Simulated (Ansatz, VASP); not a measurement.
# Two plane-wave programs on MgSe

The input INCAR:

```
SYSTEM = MgSe
PREC = Accurate ; ENCUT = 600
EDIFF = 1E-6 ; ISMEAR = 0
SIGMA = 0.01 ; LREAL = .False.
LASPH = .True. ; NELM = 120
ALGO = Normal ; ISIF = 2
LWAVE = .False. ; LCHARG = .False.
GGA = PE ; NBANDS = 11
GGA_COMPAT = .False.
```

Contents of KPOINTS:

```
regular mesh
0
Gamma
  5 5 5
  0 0 0
```

File POSCAR:

```
MgSe
1.0
    0.0000000000      2.7345548838      2.7345548838
    2.7345548838      0.0000000000      2.7345548838
    2.7345548838      2.7345548838      0.0000000000
Mg Se
1 1
Direct
    0.0000000000      0.0000000000      0.0000000000
    0.5000000000      0.5000000000      0.5000000000
```

Input for Ansatz:

```yaml
crystal:
  lattice:
    - [0.0, 2.734554883793964, 2.734554883793964]
    - [2.734554883793964, 0.0, 2.734554883793964]
    - [2.734554883793964, 2.734554883793964, 0.0]
  atoms:
    - { symbol: Mg, position: [0.0, 0.0, 0.0] }
    - { symbol: Se, position: [0.5, 0.5, 0.5] }
basis:
  ecutwfc: 420.0
kpoints:
  mp_grid:
    grid: [5, 5, 5]
hamiltonian:
  xc: pbe
scf:
  occupations:
    method: fixed
output:
  stress: true
```

Alike in both runs: task single point; functional PBE; k mesh 5 × 5 × 5; no spin polarisation.

|  | VASP | Ansatz |
| --- | --- | --- |
| version | VASP 6.6.1 | Ansatz 0.2.0 |
| potentials or method | VASP PAW PBE potentials, release 64 (Mg, Se), cutoff 600 eV | plane waves, PAW |
| occupations | gaussian, width 0.01 eV | fixed |
| valence electrons in the cell | 8 | 26 |

```csv
,VASP,Ansatz,Ansatz less VASP
pressure (GPa),1.3,1.5,+0.12
```

VASP's potentials hold 8 valence electrons a cell and Ansatz's 26, so a difference there can come from the potentials and not from the codes.
